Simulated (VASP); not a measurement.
Here is a VASP 6.6.1 calculation.

INCAR

```
SYSTEM = Mo
ALGO     = Normal         ! electronic algorithm
EDIFF    = 1E-6           ! SCF threshold, eV
ENCUT    = 520            ! plane-wave cutoff, eV
GGA      = CA             ! functional
ISIF     = 2              ! what is computed and relaxed
ISMEAR   = -1             ! smearing method
LASPH    = .True.         ! aspherical terms in the spheres
LCHARG   = .False.        ! write CHGCAR
LREAL    = .False.        ! projectors in reciprocal space
LWAVE    = .False.        ! write WAVECAR
NBANDS   = 43             ! bands
NELM     = 100            ! most SCF steps
PREC     = Accurate       ! precision mode
SIGMA    = 0.08           ! smearing width, eV
```

Contents of KPOINTS:

```
k-points
0
Gamma
  11 11 1
  0 0 0
```

POSCAR

```
Mo
1.0
    4.3999059555      0.0000000000      0.0000000000
   -2.1999529778      3.8104303317      0.0000000000
    0.0000000000      0.0000000000     19.5925000000
Mo
5
Direct
    0.8333333333      0.1666666667      0.4215739449
    0.1666666667      0.8333333333      0.4572786045
    0.5000000000      0.5000000000      0.4999999999
    0.8333333333      0.1666666667      0.5427213955
    0.1666666667      0.8333333333      0.5784260552
```

Potentials or basis: VASP PAW LDA potentials, release 64 (Mo_sv).

Command:

```console
$ cat potpaw_LDA.64/Mo_sv/POTCAR > POTCAR
$ mpirun -np 1 vasp_std > vasp.out
```

(1) What does it give for the largest force?

(2) Estimate the band gap on the k mesh.

Results:

(1) 0.152 eV/Å.

(2) zero (bands 35 and 36 overlap by 0.08 eV).
